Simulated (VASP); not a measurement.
# Hf (Im-3m) in VASP: further runs, part 2 of 2

VASP 6.6.1. Earlier steps stand in the parts before.

**4. Single point, BLYP (volume scaled by 0.92)**

File INCAR:

```
SYSTEM = Hf
PREC = Accurate
ENCUT = 520
EDIFF = 1E-7
ISMEAR = -1
SIGMA = 0.1
LREAL = .False.
LASPH = .True.
NELM = 80
ALGO = Normal
ISIF = 2
LWAVE = .False.
LCHARG = .False.
GGA = B5
ALDAX = 1.0
AGGAX = 1.0
AGGAC = 1.0
ALDAC = 0.0
NBANDS = 11
```

File KPOINTS:

```
Automatic mesh
0
Gamma
  14 14 14
  0 0 0
```

File POSCAR:

```
Hf
1.0
   -1.7399569609      1.7399569609      1.7399569609
    1.7399569609     -1.7399569609      1.7399569609
    1.7399569609      1.7399569609     -1.7399569609
Hf
1
Direct
    0.0000000000      0.0000000000      0.0000000000
```

Potentials or basis: VASP PAW PBE potentials, release 64 (Hf_pv).

Command:

```
cat potpaw_PBE.64/Hf_pv/POTCAR > POTCAR
mpirun -np 1 vasp_std > vasp.out
```

OUTCAR:

```text
SYSTEM = Hf
   PREC = Accurate
   ENCUT = 520
   EDIFF = 1E-7
   ISMEAR = -1
   LREAL = .False.
   LASPH = .True.
   NELM = 80
   ISIF = 2
   GGA = B5

 ion  position               nearest neighbor table
   1  0.000  0.000  0.000-

  LATTYP: Found a body centered cubic cell.
 ALAT       =     3.4799139218

  Lattice vectors:

 A1 = (  -1.7399569609,   1.7399569609,   1.7399569609)
 A2 = (   1.7399569609,  -1.7399569609,   1.7399569609)
[... 516 lines left out ...]
     11      17.6635      0.00000

 [... further k-points ...]

------------------------ aborting loop because EDIFF is reached ----------------------------------------

  FORCE on cell =-STRESS in cart. coord.  units (eV):
  Direction    XX          YY          ZZ          XY          YZ          ZX
  --------------------------------------------------------------------------------------
  -------------------------------------------------------------------------------------
  Total        1.2368337      1.2368337      1.2368337     -0.0000000      0.0000000      0.0000000
  in kB       94.0473110     94.0473110     94.0473110     -0.0000000      0.0000000      0.0000000
  external PRESSURE =      94.0473110 kB  Pullay stress =       0.0000000 kB

 VOLUME and BASIS-vectors are now :
 -----------------------------------------------------------------------------
  energy-cutoff  :      520.00
  volume of cell :       21.07
      direct lattice vectors                 reciprocal lattice vectors
    -1.739956961  1.739956961  1.739956961     0.000000000  0.287363430  0.287363430
     1.739956961 -1.739956961  1.739956961     0.287363430  0.000000000  0.287363430
     1.739956961  1.739956961 -1.739956961     0.287363430  0.287363430  0.000000000

 POSITION                                       TOTAL-FORCE (eV/Angst)
 -----------------------------------------------------------------------------------
      0.00000      0.00000      0.00000         0.000000     -0.000000      0.000000
 -----------------------------------------------------------------------------------
    total drift:                               -0.000000      0.000000      0.000000

  FREE ENERGIE OF THE ION-ELECTRON SYSTEM (eV)
  ---------------------------------------------------
  free  energy   TOTEN  =        -8.4275736214 eV

  energy  without entropy=       -8.3707176612  energy(sigma->0) =       -8.39914564
```

OSZICAR:

```text
N       E                     dE             d eps       ncg     rms          rms(c)
DAV:   1     0.142031952107E+02    0.14203E+02   -0.58026E+03  2296   0.854E+02
DAV:   2    -0.828786961512E+01   -0.22491E+02   -0.21687E+02  2845   0.154E+02
DAV:   3    -0.870148319805E+01   -0.41361E+00   -0.40926E+00  2906   0.145E+01
DAV:   4    -0.870299070850E+01   -0.15075E-02   -0.15072E-02  2539   0.104E+00
DAV:   5    -0.870299794496E+01   -0.72365E-05   -0.72367E-05  2897   0.639E-02    0.429E+01
DAV:   6    -0.849490080162E+01    0.20810E+00   -0.18104E-01  2543   0.322E+00    0.251E+01
DAV:   7    -0.843026783836E+01    0.64633E-01   -0.25239E-01  2597   0.373E+00    0.125E+00
DAV:   8    -0.842751849470E+01    0.27493E-02   -0.17147E-02  2518   0.922E-01    0.109E-01
DAV:   9    -0.842756189115E+01   -0.43396E-04   -0.26520E-04  2839   0.131E-01    0.397E-02
DAV:  10    -0.842757346016E+01   -0.11569E-04   -0.27299E-05  2480   0.456E-02    0.220E-02
DAV:  11    -0.842757353469E+01   -0.74529E-07   -0.16562E-06  2797   0.969E-03    0.375E-03
DAV:  12    -0.842757362143E+01   -0.86738E-07   -0.96692E-08  2137   0.290E-03
   1 F= -.84275736E+01 E0= -.83991456E+01  d E =-.568560E-01
```

stdout:

```text
POSCAR found type information on POSCAR Hf
 POSCAR found :  1 types and       1 ions
 scaLAPACK will be used
 -----------------------------------------------------------------------------
|                                                                             |
|                                                                             |
|     You enforced a specific xc type in the INCAR file but a different       |
|     I HOPE YOU KNOW WHAT YOU ARE DOING!                                     |
|                                                                             |
 -----------------------------------------------------------------------------

 LDA part: xc-table for (Slater(with rela. corr.)+VWN5), standard interpolation
 POSCAR, INCAR and KPOINTS ok, starting setup
 FFT: planning ... GRIDC
 FFT: planning ... GRID_SOFT
 FFT: planning ... GRID
 WAVECAR not read
 entering main loop
```

It took 44 s on 1 thread of Intel Xeon 8259CL, shared host; peak memory 0.15 GiB.

Results:

| Quantity | Value |
| --- | --- |
| Free energy | -8.4276 eV |
| Pressure | 9.4 GPa |
| Band gap on the k mesh | zero (band 5 reaches 6.98 eV, above the bottom of band 6 at 4.79 eV) |

Caveat: the PAW data sets were made with another functional, which shifts forces and pressure a little; spin-orbit coupling is left out, which moves the levels of the heavy elements.

**5. Single point, BLYP (volume scaled by 0.96)**

File INCAR:

```
SYSTEM = Hf
PREC     = Accurate       ! precision mode
ENCUT    = 520            ! plane-wave cutoff, eV
EDIFF    = 1E-6           ! SCF threshold, eV
ISMEAR   = -1             ! smearing method
SIGMA    = 0.1            ! smearing width, eV
LREAL    = .False.        ! projectors in reciprocal space
LASPH    = .True.         ! aspherical terms in the spheres
NELM     = 80             ! most SCF steps
ALGO     = Normal         ! electronic algorithm
ISIF     = 2              ! what is computed and relaxed
LWAVE    = .False.        ! write WAVECAR
LCHARG   = .False.        ! write CHGCAR
GGA      = B5             ! functional
ALDAX    = 1.0          
AGGAX    = 1.0          
AGGAC    = 1.0          
ALDAC    = 0.0          
NBANDS   = 11             ! bands
```

File KPOINTS:

```
regular mesh
0
Gamma
  14 14 14
  0 0 0
```

File POSCAR:

```
Hf
1.0
   -1.7648168477      1.7648168477      1.7648168477
    1.7648168477     -1.7648168477      1.7648168477
    1.7648168477      1.7648168477     -1.7648168477
Hf
1
Direct
    0.0000000000      0.0000000000      0.0000000000
```

Command:

```
cat potpaw_PBE.64/Hf_pv/POTCAR > POTCAR
mpirun -np 1 vasp_std > vasp.out
```

It took 35 s on 1 thread of Intel Xeon 8259CL, shared host; peak memory 0.15 GiB.

It converged, with:

```
Free energy            : -8.4666 eV
Pressure               : 4.4 GPa
Band gap on the k mesh : zero (band 5 reaches 6.65 eV, above the bottom of band 6 at 4.48 eV)
```

Levels at points of the mesh, in eV from the Fermi level:
| k point | band 3 | band 4 | band 5 | band 6 | band 7 | band 8 |
| --- | --- | --- | --- | --- | --- | --- |
| (0.00, 0.00, 0.00) | -29.68 | -6.95 | 1.43 | 1.43 | 1.43 | 4.24 |
| (0.50, 0.00, 0.00) | -29.69 | -3.39 | -0.59 | 1.36 | 4.08 | 5.06 |
| (0.50, 0.50, 0.50) | -30.30 | -2.65 | -2.65 | 6.74 | 6.74 | 6.74 |

Caveat: the PAW data sets were made with another functional, which shifts forces and pressure a little; spin-orbit coupling is left out, which moves the levels of the heavy elements.

**6. Summary**

```tsv
cell	k mesh	gap on the mesh (eV)	pressure (GPa)
a = 3.099 Å, angles 109.5°, 1 atom	12 × 12 × 12	none	0.0
a = 2.969 Å, angles 109.5°, 1 atom	14 × 14 × 14	none	15.4
a = 3.014 Å, angles 109.5°, 1 atom	14 × 14 × 14	none	9.4
a = 3.057 Å, angles 109.5°, 1 atom	14 × 14 × 14	none	4.4
```

Alike in all rows: task single point; level BLYP; potentials or basis VASP PAW PBE potentials, release 64 (Hf_pv); no spin polarisation; cutoff (eV) 520; smearing fermi-dirac 0.1 eV.

Caveats: the PAW data sets were made with another functional, which shifts forces and pressure a little; spin-orbit coupling is left out, which moves the levels of the heavy elements.

Total energies depend on the potentials used, so only differences within one code and one set of settings carry meaning.
